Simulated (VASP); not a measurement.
Here is a VASP 6.6.1 calculation.

The input INCAR:

```
SYSTEM = Ir
PREC = Accurate
ENCUT = 520
EDIFF = 1E-6
ISMEAR = -1
SIGMA = 0.1
LREAL = .FALSE.
LASPH = .TRUE.
NELM = 100
ALGO = Normal
ISIF = 2
LWAVE = .FALSE.
LCHARG = .TRUE.
LELF = .TRUE.
LVHAR = .TRUE.
NBANDS = 16
```

Contents of KPOINTS:

```
Automatic mesh
0
G
  15 11 15
  0 0 0
```

File POSCAR:

```
Ir
1.0
   -1.9060896685      1.9060896685      0.0000000000
    0.0000000000      0.0000000000      3.8121793371
    1.9060896685      1.9060896685      0.0000000000
Ir
2
Direct
    0.0000000000      0.0000000000      0.0000000000
    0.5000000000      0.5000000000      0.5000000000
```

Potentials or basis: VASP PAW LDA potentials, release 64 (Ir).

Command:

```console
$ cat potpaw_LDA.64/Ir/POTCAR > POTCAR
$ mpirun -np 1 vasp_std > vasp.out
```

Question: Predict the pressure.

Answer: 2.4 GPa.

Question: What does it give for the band gap on the k mesh?

Answer: Zero (bands 9 and 10 overlap by 3.01 eV).

Caveat: spin-orbit coupling is left out, which moves the levels of the heavy elements.
